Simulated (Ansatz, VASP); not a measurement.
# Two plane-wave programs on SrTiO3

```xyz
5
Lattice="3.7875 0.0000 0.0000 0.0000 3.7875 0.0000 0.0000 0.0000 3.8914" Properties=species:S:1:pos:R:3 pbc="T T T"
Sr    0.0182    0.0000    0.0000
Ti    1.9388    1.8937    1.9457
O    -0.0736    1.8937    1.9457
O     1.8132    0.0000    1.9457
O     1.8132    1.8937    0.0000
```

Change from the starting cell: mode 1 frozen in at -0.083 Å, equal normal strain along x and y -0.0267.

Alike in both runs: task single point; functional PBEsol; k mesh 8 × 8 × 8; occupations gaussian, width 0.05 eV; no spin polarisation.

```csv
,VASP,Ansatz
version,VASP 6.6.1,Ansatz 0.2.0
potentials or method,"VASP PAW PBE potentials, release 64 (Sr_sv, Ti_sv, O), cutoff 520 eV","scalar-relativistic, plane waves, PAW"
valence electrons in the cell,40,40
```

Ansatz gave:

```
gap on the k mesh at the Fermi level (eV)                     : 2.02
least direct gap on the mesh (eV)                             : 2.45
pressure (GPa)                                                : 12.8
traceless stress, the component that is largest in VASP (GPa) : -6.64
rms of the force components (eV/Å)                            : 0.335
```

What did VASP give for the same quantities?

gap on the k mesh at the Fermi level (eV): 1.98; least direct gap on the mesh (eV): 2.43; pressure (GPa): 13.6; traceless stress, the component that is largest in VASP (GPa): -6.73; rms of the force components (eV/Å): 0.358.

VASP's potentials were made for PBE, not for PBEsol, and Ansatz warns of the same on its side. Atom by atom the forces differ by 0.023 eV/Å (rms over components).
